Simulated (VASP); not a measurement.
# AlNi (R3m) in VASP: single point with PBE

Aim: the single point of AlNi with PBE.

Program: VASP 6.6.1. These are calculated values, not measurements. Logs are shortened: lines on timing, memory, paths and dates and some standing lists are left out, and cuts for length are marked.

**1. The cell of the first run**

Symmetry: R3m, No. 160, trigonal system. The conventional cell has a = 4.091 Å, b = 4.091 Å, c = 5.011 Å, α = 90.00°, β = 90.00°, γ = 120.00°. Al (site symmetry 3m) has 8 Ni at 2.44 to 2.57 Å and 6 Al at 2.89 Å within 3.2 Å. Ni (site symmetry 3m) has 8 Al at 2.44 to 2.57 Å and 6 Ni at 2.89 Å within 3.2 Å.

**2. Single point, PBE**

File INCAR:

```
  ALGO = Fast
  EDIFF = 1E-6
  ENCUT = 520
  GGA = PE
  ISIF = 2
  ISMEAR = 0
  LASPH = True
  LCHARG = False
  LREAL = False
  LWAVE = False
  NBANDS = 14
  NELM = 100
  PREC = Accurate
  SIGMA = 0.15
```

File KPOINTS:

```
k-points
0
Gamma
  20 20 20
```

File POSCAR:

```
AlNi
1.0
    2.8930835326      0.0000000000      0.0000000000
    0.0000000000      2.8930835326      0.0000000000
    0.0000000000      0.0000000000      2.8930835326
Al Ni
1 1
Direct
    0.0000000000      0.0000000000      0.0000000000
    0.4875273592      0.4875273592      0.4875273592
```

Potentials or basis: VASP PAW PBE potentials, release 64 (Al, Ni).

On the command line:

```console
$ cat potpaw_PBE.64/Al/POTCAR potpaw_PBE.64/Ni/POTCAR > POTCAR
$ mpirun -np 1 vasp_std > vasp.out
```

OUTCAR:

```text
EDIFF = 1E-6
   ENCUT = 520
   GGA = PE
   ISIF = 2
   ISMEAR = 0
   LASPH = True
   LREAL = False
   NELM = 100
   PREC = Accurate

 ion  position               nearest neighbor table
   1  0.000  0.000  0.000-   2 2.44   2 2.49   2 2.49   2 2.49   2 2.53   2 2.53   2 2.53   2 2.57

   2  0.488  0.488  0.488-   1 2.44   1 2.49   1 2.49   1 2.49   1 2.53   1 2.53   1 2.53   1 2.57

  LATTYP: Found a simple cubic cell.
 ALAT       =     2.8930835326

  Lattice vectors:

 A1 = (   2.8930835326,   0.0000000000,   0.0000000000)
 A2 = (   0.0000000000,   2.8930835326,   0.0000000000)
 A3 = (   0.0000000000,   0.0000000000,   2.8930835326)

Analysis of symmetry for initial positions (statically):
=====================================================================
 Subroutine PRICEL returns:
 Original cell was already a primitive cell.

 Routine SETGRP: Setting up the symmetry group for a
 simple cubic supercell.

 Subroutine GETGRP returns: Found  6 space group operations
 (whereof  6 operations were pure point group operations)
 out of a pool of 48 trial point group operations.

The static configuration has the point symmetry C_3v.

Analysis of symmetry for dynamics (positions and initial velocities):
=====================================================================
 Subroutine PRICEL returns:
 Original cell was already a primitive cell.

 Routine SETGRP: Setting up the symmetry group for a
 simple cubic supercell.

 Subroutine GETGRP returns: Found  6 space group operations
 (whereof  6 operations were pure point group operations)
 out of a pool of 48 trial point group operations.

The dynamic configuration has the point symmetry C_3v.

 Subroutine INISYM returns: Found  6 space group operations
 (whereof  6 operations are pure point group operations),
 and found     1 'primitive' translations

----------------------------------------------------------------------------------------

                                     Primitive cell

  volume of cell :      24.2149

  direct lattice vectors                    reciprocal lattice vectors
     2.893083533  0.000000000  0.000000000     0.345651962  0.000000000  0.000000000
     0.000000000  2.893083533  0.000000000     0.000000000  0.345651962  0.000000000
     0.000000000  0.000000000  2.893083533     0.000000000  0.000000000  0.345651962

  length of vectors
[... 87 lines left out ...]
   NFREE  =      0    steps in history (QN), initial steepest desc. (CG)
   ISIF   =      2    stress and relaxation
   ISYM   =      2    0-nonsym 1-usesym 2-fastsym
   POTIM  = 0.5000    time-step for ionic-motion
   TEBEG  =    0.0;   TEEND  =   0.0 temperature during run
   PSTRESS=    0.0 pullay stress
   NELECT =      13.0000    total number of electrons
   NUPDOWN=      -1.0000    fix difference up-down
   EMIN   =  10.00;   EMAX   =-10.00  energy-range for DOS
   EFERMI =   0.00;   METHOD = LEGACY
   ISMEAR =     0;   SIGMA  =   0.15  broadening in eV -4-tet -1-fermi 0-gaus
   EFERMI_NEDOS =   21; number of points for ismear=-14 and -15
   IALGO  =     68    algorithm
   IMIX   =      4    mixing-type and parameters
     AMIX     =   0.40;   BMIX     =  1.00
     AMIX_MAG =   1.60;   BMIX_MAG =  1.00
  volume/ion in A,a.u.               =      12.11        81.71
  Fermi-wavevector in a.u.,A,eV,Ry     =   1.330541  2.514358 24.086934  1.770340
  Thomas-Fermi vector in A             =   2.459620
   LORBIT       =      0    0 simple, 1 ext, 2 COOP (PROOUT), +10 PAW based schemes
   GGA     = PE    functional components
   LHFCALC =     F    Hartree Fock is set to
   AEXX    =    0.0000 exact exchange contribution
   IVDW    =     0    specifies the selected vdW correction
   LEPSILON=     F    determine dielectric tensor
   LRPA    =     F    only Hartree local field effects (RPA)
 non-spin polarized calculation
 RMM-DIIS sequential band-by-band and
 Gauss-broadening in eV      SIGMA  =   0.15
  energy-cutoff  :      520.00
  volume of cell :       24.21
 maximum number of plane-waves:       672
 NGX is ok and might be reduce to    24
   NGX = 11   NGY = 11   NGZ = 11

 number of electron      12.9999988 magnetization

 Free energy of the ion-electron system (eV)
  ---------------------------------------------------
  ext. energy  EPLUGINS =         0.00000000
  ---------------------------------------------------
  free energy    TOTEN  =       -10.53184347 eV

  energy without entropy =      -10.52175256  energy(sigma->0) =      -10.52679802

 E-fermi :   9.8569     XC(G=0): -11.9870

 val. band max:        9.8565404626   @ k =   0.4000   0.4000   0.2000
 cond. band min:       9.8627329230   @ k =  -0.0500   0.3000   0.3500
 fundamental gap:      0.0061924604
 Fermi energy:         9.8568582214

 k-point     1 :       0.0000    0.0000    0.0000
  band No.  band energies     occupation
      1      -1.1851      2.00000
      2       6.6909      2.00000
      3       6.6909      2.00000
      4       8.3387      2.00000
      5       8.3444      2.00000
      6       8.3444      2.00000
      7      15.3065      0.00000
      8      15.3065      0.00000
      9      15.3157      0.00000
     10      17.9501      0.00000
     11      17.9501      0.00000
     12      23.3529      0.00000
     13      30.6060      0.00000
     14      30.6097      0.00000
[... 377 lines left out ...]
      1       1.0290      2.00000
      2       5.3533      2.00000
      3       7.0591      2.00000
      4       7.7603      2.00000
      5       7.7817      2.00000
      6       8.3937      2.00000
      7       9.6042      1.98279
      8      16.9942      0.00000
      9      17.9485      0.00000
     10      18.7048      0.00000
     11      22.5176      0.00000
     12      22.8575      0.00000
     13      23.1711      0.00000
     14      26.3828      0.00000

 [... further k-points ...]
[... 5 lines left out ...]
  --------------------------------------------------------------------------------------
  -------------------------------------------------------------------------------------
  Total        0.0173598      0.0173598      0.0173598      0.0276141      0.0276141      0.0276141
  in kB        1.1486088      1.1486088      1.1486088      1.8270866      1.8270866      1.8270866
  external PRESSURE =       1.1486088 kB  Pullay stress =       0.0000000 kB

 VOLUME and BASIS-vectors are now :
 -----------------------------------------------------------------------------
  energy-cutoff  :      520.00
  volume of cell :       24.21
      direct lattice vectors                 reciprocal lattice vectors
     2.893083533  0.000000000  0.000000000     0.345651962  0.000000000  0.000000000
     0.000000000  2.893083533  0.000000000     0.000000000  0.345651962  0.000000000
     0.000000000  0.000000000  2.893083533     0.000000000  0.000000000  0.345651962

 POSITION                                       TOTAL-FORCE (eV/Angst)
 -----------------------------------------------------------------------------------
      0.00000      0.00000      0.00000        -0.207032     -0.207032     -0.207032
      1.41046      1.41046      1.41046         0.207032      0.207032      0.207032
 -----------------------------------------------------------------------------------
    total drift:                               -0.000244     -0.000244     -0.000235

  FREE ENERGIE OF THE ION-ELECTRON SYSTEM (eV)
  ---------------------------------------------------
  free  energy   TOTEN  =       -10.5318434740 eV

  energy  without entropy=      -10.5217525609  energy(sigma->0) =      -10.52679802
```

Wall time 1.9 min (1 thread of Intel Xeon 6975P-C, shared host); peak memory 0.37 GiB.

What came out:

```
Free energy   : -10.5318 eV
Pressure      : 0.1 GPa
Largest force : 0.359 eV/Å
```

Forces in eV/Å, atoms in the order of the input:
```
Al  -0.207 -0.207 -0.207
Ni   0.207  0.207  0.207
```

Levels at points of the mesh, in eV from the Fermi level:
```
           k point  band 5  band 6  band 7  band 8  band 9  band 10
(0.00, 0.00, 0.00)   -1.51   -1.51    5.45    5.45    5.46     8.09
(0.50, 0.00, 0.00)   -2.20   -1.43   -0.64    8.27    9.96     9.96
(0.50, 0.50, 0.00)   -2.03   -2.03   -1.00    1.46    2.41    12.15
(0.50, 0.50, 0.50)   -0.97    2.01    2.02    2.02    3.54     4.40
```

Caveat: the cell differs from its parent crystal (all Ni atoms moved +0.062 Å, as atom 2 towards its neighbour atom 1 (Al) at 2.505 Å).
